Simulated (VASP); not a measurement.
# LiF3 (Im-3m) in VASP: a series of runs

The runs below take LiF3 through relaxation of cell and atoms, with PBE.

Program: VASP 6.6.1. These are calculated values, not measurements. Logs are shortened: lines on timing, memory, paths and dates and some standing lists are left out, and cuts for length are marked.

**1. The cell of the first run**

Symmetry: Im-3m, No. 229, cubic system. Conventional cell: a = 4.497 Å, b = 4.497 Å, c = 4.497 Å, α = 90.00°, β = 90.00°, γ = 90.00°. Within 3.0 Å of Li (site symmetry m-3m) lie 6 F at 2.25 Å. F (site symmetry 4/mmm) has 2 Li at 2.25 Å and 4 F at 2.25 Å within 3.0 Å.

**2. Relaxation of cell and atoms, PBE, collinear spin, ferromagnetic start**

INCAR

```
  ALGO = Normal
  EDIFF = 1E-7
  EDIFFG = -0.04
  ENCUT = 600
  GGA = PE
  IBRION = 2
  ISIF = 3
  ISMEAR = 0
  ISPIN = 2
  LASPH = True
  LCHARG = False
  LORBIT = 11
  LREAL = False
  LWAVE = False
  MAGMOM = 0 1 1 1
  NELM = 150
  NSW = 90
  PREC = Accurate
  SIGMA = 0.1
```

KPOINTS

```
k-points
0
Gamma
  6 6 6
```

POSCAR

```
LiF3
1.0
   -2.2485383500      2.2485383500      2.2485383500
    2.2485383500     -2.2485383500      2.2485383500
    2.2485383500      2.2485383500     -2.2485383500
Li F
1 3
Direct
    0.0000000000      0.0000000000      0.0000000000
    0.0000000000      0.5000000000      0.5000000000
    0.5000000000      0.0000000000      0.5000000000
    0.5000000000      0.5000000000      0.0000000000
```

Potentials or basis: VASP PAW PBE potentials, release 64 (Li_sv, F).

Launch:

```
$ cat potpaw_PBE.64/Li_sv/POTCAR potpaw_PBE.64/F/POTCAR > POTCAR
$ mpirun -np 1 vasp_std > vasp.out
```

OUTCAR:

```text
EDIFF = 1E-7
   EDIFFG = -0.04
   ENCUT = 600
   GGA = PE
   IBRION = 2
   ISIF = 3
   ISMEAR = 0
   ISPIN = 2
   LASPH = True
   LORBIT = 11
   LREAL = False
   NELM = 150
   NSW = 90
   PREC = Accurate

 ion  position               nearest neighbor table
   1  0.000  0.000  0.000-   2 2.25   3 2.25   4 2.25   2 2.25   3 2.25   4 2.25
   2  0.000  0.500  0.500-   1 2.25   1 2.25
   3  0.500  0.000  0.500-   1 2.25   1 2.25
   4  0.500  0.500  0.000-   1 2.25   1 2.25

  LATTYP: Found a body centered cubic cell.
 ALAT       =     4.4970767000

  Lattice vectors:

 A1 = (  -2.2485383500,   2.2485383500,   2.2485383500)
 A2 = (   2.2485383500,  -2.2485383500,   2.2485383500)
 A3 = (   2.2485383500,   2.2485383500,  -2.2485383500)

Analysis of symmetry for initial positions (statically):
=====================================================================
 Subroutine PRICEL returns:
 Original cell was already a primitive cell.

 Routine SETGRP: Setting up the symmetry group for a
 body centered cubic supercell.

 Subroutine GETGRP returns: Found 48 space group operations
 (whereof 48 operations were pure point group operations)
 out of a pool of 48 trial point group operations.

The static configuration has the point symmetry O_h .

Analysis of symmetry for dynamics (positions and initial velocities):
=====================================================================
 Subroutine PRICEL returns:
 Original cell was already a primitive cell.

 Routine SETGRP: Setting up the symmetry group for a
 body centered cubic supercell.

 Subroutine GETGRP returns: Found 48 space group operations
 (whereof 48 operations were pure point group operations)
 out of a pool of 48 trial point group operations.

The dynamic configuration has the point symmetry O_h .

Analysis of structural, dynamic, and magnetic symmetry:
=====================================================================
 Subroutine PRICEL returns:
 Original cell was already a primitive cell.

 Routine SETGRP: Setting up the symmetry group for a
 body centered cubic supercell.

 Subroutine GETGRP returns: Found 48 space group operations
 (whereof 48 operations were pure point group operations)
 out of a pool of 48 trial point group operations.

The overall configuration has the point symmetry O_h .

 Subroutine INISYM returns: Found 48 space group operations
 (whereof 48 operations are pure point group operations),
 and found     1 'primitive' translations

----------------------------------------------------------------------------------------

                                     Primitive cell

  volume of cell :      45.4738

  direct lattice vectors                    reciprocal lattice vectors
    -2.248538350  2.248538350  2.248538350     0.000000000  0.222366677  0.222366677
     2.248538350 -2.248538350  2.248538350     0.222366677  0.000000000  0.222366677
     2.248538350  2.248538350 -2.248538350     0.222366677  0.222366677  0.000000000

  length of vectors
     3.894582665  3.894582665  3.894582665     0.314473970  0.314473970  0.314473970

  position of ions in fractional coordinates (direct lattice)
     0.000000000  0.000000000  0.000000000
     0.000000000  0.500000000  0.500000000
     0.500000000  0.000000000  0.500000000
     0.500000000  0.500000000  0.000000000

  ion indices of the primitive-cell ions
   primitive index   ion index
                 1           1
                 2           2
                 3           3
                 4           4

----------------------------------------------------------------------------------------

 KPOINTS: k-points

Automatic generation of k-mesh.
 Grid dimensions read from file:
 generate k-points for:    6    6    6

 Generating k-lattice:

  Cartesian coordinates                     Fractional coordinates (reciprocal lattice)
     0.000000000  0.037061113  0.037061113     0.166666667  0.000000000  0.000000000
     0.037061113  0.000000000  0.037061113     0.000000000  0.166666667  0.000000000
     0.037061113  0.037061113  0.000000000     0.000000000  0.000000000  0.166666667

  Length of vectors
     0.052412328  0.052412328  0.052412328

  Shift w.r.t. Gamma in fractional coordinates (k-lattice)
     0.000000000  0.000000000  0.000000000

 Subroutine IBZKPT returns following result:
 ===========================================

 Found     16 irreducible k-points:

 Following reciprocal coordinates:
            Coordinates               Weight
  0.000000  0.000000  0.000000      1.000000
  0.166667  0.000000  0.000000     12.000000
  0.333333  0.000000  0.000000     12.000000
  0.500000  0.000000  0.000000      6.000000
  0.166667  0.166667  0.000000     24.000000
  0.333333  0.166667 -0.000000     48.000000
[... 8 lines left out ...]
  0.500000  0.500000  0.333333     12.000000
  0.500000  0.500000  0.500000      1.000000
   k-points           NKPTS =     16   k-points in BZ     NKDIM =     16   number of bands    NBANDS=     18
   number of dos      NEDOS =    301   number of ions     NIONS =      4
   total plane-waves  NPLWV =  32768
   dimension x,y,z NGX =    32 NGY =   32 NGZ =   32
   dimension x,y,z NGXF=    64 NGYF=   64 NGZF=   64
   ions per type =               1   3
   NGX,Y,Z   is equivalent  to a cutoff of  13.66, 13.66, 13.66 a.u.
   NGXF,Y,Z  is equivalent  to a cutoff of  27.32, 27.32, 27.32 a.u.
 SYSTEM =  unknown system
   PREC   = accura    normal or accurate (medium, high low for compatibility)
   ISTART =      0    job   : 0-new  1-cont  2-samecut
   ICHARG =      2    charge: 1-file 2-atom 10-const
   ISPIN  =      2    spin polarized calculation?
   LNONCOLLINEAR =      F non collinear calculations
   LSORBIT =      F    spin-orbit coupling
   LASPH  =      T    aspherical Exc in radial PAW
   ENCUT  =  600.0 eV  44.10 Ry    6.64 a.u.   7.78  7.78  7.78*2*pi/ulx,y,z
   NELM   =    150;   NELMIN=  2; NELMDL= -5     # of ELM steps
   EDIFF  = 0.1E-06   stopping-criterion for ELM
   LREAL  =      F    real-space projection
   EDIFFG = -.4E-01   stopping-criterion for IOM
   NSW    =     90    number of steps for IOM
   IBRION =      2    ionic relax: 0-MD 1-quasi-New 2-CG
   NFREE  =      1    steps in history (QN), initial steepest desc. (CG)
   ISIF   =      3    stress and relaxation
   ISYM   =      2    0-nonsym 1-usesym 2-fastsym
   POTIM  = 0.5000    time-step for ionic-motion
   TEBEG  =    0.0;   TEEND  =   0.0 temperature during run
   PSTRESS=    0.0 pullay stress
   NELECT =      24.0000    total number of electrons
   NUPDOWN=      -1.0000    fix difference up-down
   EMIN   =  10.00;   EMAX   =-10.00  energy-range for DOS
   EFERMI =   0.00;   METHOD = LEGACY
   ISMEAR =     0;   SIGMA  =   0.10  broadening in eV -4-tet -1-fermi 0-gaus
   EFERMI_NEDOS =   21; number of points for ismear=-14 and -15
   IALGO  =     38    algorithm
   IMIX   =      4    mixing-type and parameters
     AMIX     =   0.40;   BMIX     =  1.00
     AMIX_MAG =   1.60;   BMIX_MAG =  1.00
  volume/ion in A,a.u.               =      11.37        76.72
  Fermi-wavevector in a.u.,A,eV,Ry     =   1.322995  2.500098 23.814500  1.750316
  Thomas-Fermi vector in A             =   2.452636
   LORBIT       =     11    0 simple, 1 ext, 2 COOP (PROOUT), +10 PAW based schemes
   GGA     = PE    functional components
   LHFCALC =     F    Hartree Fock is set to
   AEXX    =    0.0000 exact exchange contribution
   IVDW    =     0    specifies the selected vdW correction
   LEPSILON=     F    determine dielectric tensor
   LRPA    =     F    only Hartree local field effects (RPA)
 conjugate gradient relaxation of ions
 spin polarized calculation
 Gauss-broadening in eV      SIGMA  =   0.10
  energy-cutoff  :      600.00
  volume of cell :       45.47
 maximum number of plane-waves:      1538
   NGX = 15   NGY = 15   NGZ = 15

--------------------------------------- Ionic step        1  -------------------------------------------

 number of electron      24.0000023 magnetization       2.0000133

 Free energy of the ion-electron system (eV)
  ---------------------------------------------------
  ext. energy  EPLUGINS =         0.00000000
  ---------------------------------------------------
  free energy    TOTEN  =       -12.16529056 eV

  energy without entropy =      -12.14513590  energy(sigma->0) =      -12.15521323

------------------------ aborting loop because EDIFF is reached ----------------------------------------

  FORCE on cell =-STRESS in cart. coord.  units (eV):
  Direction    XX          YY          ZZ          XY          YZ          ZX
  --------------------------------------------------------------------------------------
  -------------------------------------------------------------------------------------
  Total       -0.7750561     -0.7750561     -0.7750561     -0.0000000      0.0000000     -0.0000000
  in kB      -27.3075554    -27.3075554    -27.3075554     -0.0000000      0.0000000     -0.0000000
  external PRESSURE =     -27.3075554 kB  Pullay stress =       0.0000000 kB
[... 61 lines left out ...]
  energy  without entropy=      -12.1628308589  energy(sigma->0) =      -12.17281391

--------------------------------------- Ionic step        3  -------------------------------------------

 number of electron      23.9999971 magnetization       1.9999994

 Free energy of the ion-electron system (eV)
  ---------------------------------------------------
  ext. energy  EPLUGINS =         0.00000000
  ---------------------------------------------------
  free energy    TOTEN  =       -12.19162167 eV

  energy without entropy =      -12.17187380  energy(sigma->0) =      -12.18174774

 E-fermi :  -2.0477     XC(G=0):  -9.2381

 val. band max:       -2.0479559239   @ k =   0.3333   0.1667  -0.0000
 cond. band min:      -2.0269224422   @ k =  -0.3333   0.5000   0.1667
 fundamental gap:      0.0210334818
 Fermi energy:        -2.0476689363

 spin component 1

 k-point     1 :       0.0000    0.0000    0.0000
  band No.  band energies     occupation
      1     -44.5954      1.00000
      2     -24.5479      1.00000
      3     -22.7430      1.00000
      4     -22.7430      1.00000
      5      -6.3959      1.00000
      6      -6.3959      1.00000
[... 10 lines left out ...]
     17      13.2187      0.00000
     18      14.4889      0.00000
[... 297 lines left out ...]
      1     -44.5934      1.00000
      2     -23.8100      1.00000
      3     -23.8100      1.00000
      4     -22.3535      1.00000
      5      -7.0815      1.00000
      6      -7.0815      1.00000
[... 10 lines left out ...]
     17      11.4191      0.00000
     18      17.6961      0.00000
 Fermi energy:        -2.0476689363

 spin component 2

 k-point     1 :       0.0000    0.0000    0.0000
  band No.  band energies     occupation
      1     -44.6018      1.00000
      2     -23.3849      1.00000
      3     -21.4696      1.00000
      4     -21.4696      1.00000
      5      -5.0280      1.00000
      6      -5.0280      1.00000
[... 10 lines left out ...]
     17      13.2848      0.00000
     18      14.5929      0.00000
[... 344 lines left out ...]
  FREE ENERGIE OF THE ION-ELECTRON SYSTEM (eV)
  ---------------------------------------------------
  free  energy   TOTEN  =       -12.1916216731 eV

  energy  without entropy=      -12.1718738011  energy(sigma->0) =      -12.18174774

 reached required accuracy - stopping structural energy minimisation

 total charge

# of ion       s       p       d       tot
------------------------------------------
    1        1.999   0.023   0.000   2.022
    2        1.754   4.138   0.000   5.892
    3        1.754   4.138   0.000   5.892
    4        1.754   4.138   0.000   5.892
--------------------------------------------------
tot          7.262  12.435   0.000  19.697

 magnetization (x)

# of ion       s       p       d       tot
------------------------------------------
    1       -0.001  -0.001   0.000  -0.002
    2        0.004   0.624   0.000   0.628
    3        0.004   0.624   0.000   0.628
    4        0.004   0.624   0.000   0.628
--------------------------------------------------
tot          0.011   1.872   0.000   1.883
```

Wall time 64 s (1 thread of Intel Xeon Platinum 8488C (Sapphire Rapids), shared host); peak memory 0.2 GiB.

Results:

```
Free energy                                           : -12.1916 eV
Relaxed volume                                        : 10.67 Å³/atom
Relaxed cell                                          : a = 3.814 Å, b = 3.814 Å, c = 3.814 Å, α = 109.47°, β = 109.47°, γ = 109.47°
Space group after relaxing (to 0.05 Å)                : Im-3m (No. 229)
Energy gained by relaxing                             : 6.6 meV/atom
Ionic steps                                           : 3
Pressure after relaxing                               : -0.1 GPa
Band gap on the k mesh                                : zero (filled and empty bands overlap)
Net moment                                            : 2.00 μB per cell
Site moments                                          : Li -0.00; F +0.63 μB
Valence electrons inside the program's atomic spheres : Li 2.02; F 5.89
```

Step by step:
| step | energy change (eV) | largest force (eV/Å) | pressure (GPa) | volume (Å³) |
| --- | --- | --- | --- | --- |
| 1 | 0.0000 | 0.0000 | -2.73 | 45.47 |
| 2 | -0.0175 | 0.0000 | -1.68 | 44.21 |
| 3 | -0.0263 | 0.0000 | -0.14 | 42.70 |

Final structure:
```
Li F
1.0
    -2.20181    2.20181    2.20181
     2.20181   -2.20181    2.20181
     2.20181    2.20181   -2.20181
Li F
1 3
Cartesian
  0.0000 0.0000 0.0000
  2.2018 0.0000 0.0000
  0.0000 2.2018 0.0000
  0.0000 0.0000 2.2018
```

Caveat: the cutoff is under 1.25 times the usual one of these potentials, so pressure, stress and relaxed cells hold a basis-set (Pulay) error.

(Continued in part 2 of 2.)
